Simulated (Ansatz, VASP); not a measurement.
BeS5 in VASP and in Ansatz

```
Be S
1.0
     5.38903    0.00000    0.00000
    -2.69452    4.66704    0.00000
     0.00000    0.00000    4.51362
Be S
1 5
Direct
  0.00000 0.00000 0.50000
  0.33333 0.66667 0.28859
  0.66667 0.33333 0.28859
  0.66667 0.33333 0.71141
  0.33333 0.66667 0.71141
  0.00000 0.00000 0.00000
```

Alike in both runs: functional PBE; k mesh 12 × 12 × 8; occupations gaussian, width 0.1 eV; no spin polarisation.

Ansatz relaxed the structure, and its values are those at the end. VASP's run is a single point on that final structure, the one shown.

|  | VASP | Ansatz |
| --- | --- | --- |
| version | VASP 6.6.1 | Ansatz 0.2.0 |
| potentials or method | VASP PAW PBE potentials, release 64 (Be, S), cutoff 520 eV | scalar-relativistic, plane waves, PAW |
| valence electrons in the cell | 32 | 32 |

|  | VASP | Ansatz | Ansatz less VASP |
| --- | --- | --- | --- |
| gap on the k mesh at the Fermi level (eV) | none | none | - |
| pressure (GPa) | -0.4 | 0.0 | +0.45 |
| rms of the force components (eV/Å) | 0.120 | 0.000 | -0.1204 |

A gap of «none» marks a metal or a gap that the smearing closes. One of these differences is far larger than is usual between the two programs; its cause wasn't traced.
